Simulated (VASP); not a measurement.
Set up this calculation in VASP 6.6.1, as the native input.

* Task: single point
* Functional: PBEsol
* Potentials or basis: VASP PAW PBE potentials, release 64 (Al, N)
* Cutoff: 520 eV
* k mesh: 8 × 8 × 8
* Occupations: gaussian, width 0.05 eV
* Spin: no spin polarisation
* Dipole correction: no
* Further INCAR settings: ALGO = Normal; EDIFF = 1e-07; NBANDS = 26

The structure of AlN lies in POSCAR:

```
AlN
1.0
   -3.1135599857      0.0000000000      0.0000000000
    0.0000000000      5.3928440876      0.0000000000
    1.5567799928     -2.6964220438     -4.9833504711
Al N
4 4
Direct
    1.0162012199      0.3361877850      0.9984862794
    0.5162012199      0.8361877850      0.9984862794
    0.2322850595      0.9122984944      0.4984862794
    0.7322850595      0.4122984944      0.4984862794
    0.7931085045      0.1493799584      0.6165170587
    0.2931085045      0.6493799584      0.6165170587
    0.0734085542      0.7171371003      0.1165170587
    0.5734085542      0.2171371003      0.1165170587
```

This cell differs from its parent crystal: atoms displaced along several vibrational modes.

The input as run:

INCAR

```
PREC     = Accurate       # precision mode
ENCUT    = 520            # plane-wave cutoff, eV
EDIFF    = 1E-7           # SCF threshold, eV
ISMEAR   = 0              # smearing method
SIGMA    = 0.05           # smearing width, eV
LREAL    = F              # projectors in reciprocal space
LASPH    = T              # aspherical terms in the spheres
NELM     = 80             # most SCF steps
ALGO     = Normal         # electronic algorithm
ISIF     = 2              # what is computed and relaxed
LWAVE    = F              # write WAVECAR
LCHARG   = T              # write CHGCAR
GGA      = PS             # functional
LELF     = T              # ELF
LVHAR    = T            
NBANDS   = 26             # bands
```

KPOINTS

```
Automatic mesh
0
Gamma
  8 8 8
```

Potentials or basis: VASP PAW PBE potentials, release 64 (Al, N).

The run is started by

```bash
$ cat potpaw_PBE.64/Al/POTCAR potpaw_PBE.64/N/POTCAR > POTCAR
$ mpirun -np 1 vasp_std > vasp.out
```

Results of the run:

The pressure is 0.5 GPa, the largest force is 1.045 eV/Å and the band gap on the k mesh is 4.07 eV.

Caveat: the cell differs from its parent crystal (atoms displaced along several vibrational modes); the stress differs along the axes, from -5 to 6 GPa; the PAW data sets were made with another functional, which shifts forces and pressure a little.

Wall time 120 s on 1 thread of AMD EPYC 9R45 (Zen 5), with other jobs on the host, peak memory 0.33 GiB.
